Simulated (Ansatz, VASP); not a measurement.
SnIr3: VASP beside Ansatz

```
CELL_PARAMETERS angstrom
2.78703 1.60909 3.07744
-2.78703 1.60909 3.07744
0.00000 -3.21818 3.07744
ATOMIC_POSITIONS crystal
Sn 0.00000 0.00000 0.00000
Ir 0.00000 0.00000 0.50000
Ir 0.50000 0.00000 0.00000
Ir 0.00000 0.50000 0.00000
```

Alike in both runs: task relaxation of cell and atoms; functional PBE; k mesh 6 × 6 × 6; occupations gaussian, width 0.1 eV; no spin polarisation.

```csv
,VASP,Ansatz
version,VASP 6.6.1,Ansatz 0.2.0
potentials or method,"VASP PAW PBE potentials, release 64 (Sn_d, Ir), cutoff 600 eV","scalar-relativistic, plane waves, PAW"
valence electrons in the cell,41,65
```

|  | VASP | Ansatz | Ansatz less VASP |
| --- | --- | --- | --- |
| gap on the k mesh at the Fermi level, each at its own relaxed structure (eV) | none | none | - |
| relaxed volume (Å³/atom) | 25.91 | 25.91 | -0.003 |
| relaxed cell length with the largest relative difference (Å) | 5.497 | 5.502 | +0.0050 |

A gap of «none» marks a metal or a gap that the smearing closes. VASP's potentials hold 41 valence electrons a cell and Ansatz's 65, so a difference there can come from the potentials and not from the codes.

Spin-orbit coupling is off throughout. Noted on VASP's run: the volume moved by over 15 % at a fixed basis, so the end points are rough.
